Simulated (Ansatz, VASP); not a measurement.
## Two plane-wave programs on Pb

The input INCAR:

```
  PREC = Accurate
  ENCUT = 520
  EDIFF = 1E-6
  ISMEAR = 0
  SIGMA = 0.1
  LREAL = F
  LASPH = T
  NELM = 100
  ALGO = Normal
  ISIF = 2
  LWAVE = F
  LCHARG = T
  GGA = PE
  LELF = T
  LVHAR = T
  NBANDS = 21
```

File KPOINTS:

```
Automatic mesh
0
Gamma
  6 6 4
```

POSCAR

```
Pb
1.0
    3.4715901269      0.0000000000      0.0000000000
   -1.7357950634      3.0064852414      0.0000000000
    0.0000000000      0.0000000000      5.9973895700
Pb
2
Direct
    0.3333333300      0.6666666700      0.2500000000
    0.6666666700      0.3333333300      0.7500000000
```

Input for Ansatz:

```yaml
crystal:
  lattice:
    - [3.4715901269, 0.0, 0.0]
    - [-1.7357950634, 3.0064852414, 0.0]
    - [0.0, 0.0, 5.99738957]
  atoms:
    - { symbol: Pb, position: [0.33333333, 0.66666667, 0.25] }
    - { symbol: Pb, position: [0.66666667, 0.33333333, 0.75] }
basis:
  ecutwfc: 420
kpoints:
  mp_grid: { grid: [6, 6, 4] }
hamiltonian:
  xc: pbe
scf:
  occupations: { method: gaussian, width: 0.1 }
output:
  forces: true
  stress: true
  eigenvalues: true
```

Alike in both runs: task single point; functional PBE; k mesh 6 × 6 × 4; occupations gaussian, width 0.1 eV; no spin polarisation.

|  | VASP | Ansatz |
| --- | --- | --- |
| version | VASP 6.6.1 | Ansatz 0.2.0 |
| potentials or method | VASP PAW PBE potentials, release 64 (Pb_d), cutoff 520 eV | scalar-relativistic, plane waves, PAW |
| valence electrons in the cell | 28 | 28 |

|  | VASP | Ansatz | Ansatz less VASP |
| --- | --- | --- | --- |
| gap on the k mesh at the Fermi level (eV) | none | none | - |
| pressure (GPa) | 1.3 | 1.3 | +0.05 |
| traceless stress, the component that is largest in VASP (GPa) | -0.98 | -0.99 | -0.016 |

A gap of «none» marks a metal or a gap that the smearing closes.

Neither program's run includes spin-orbit coupling.
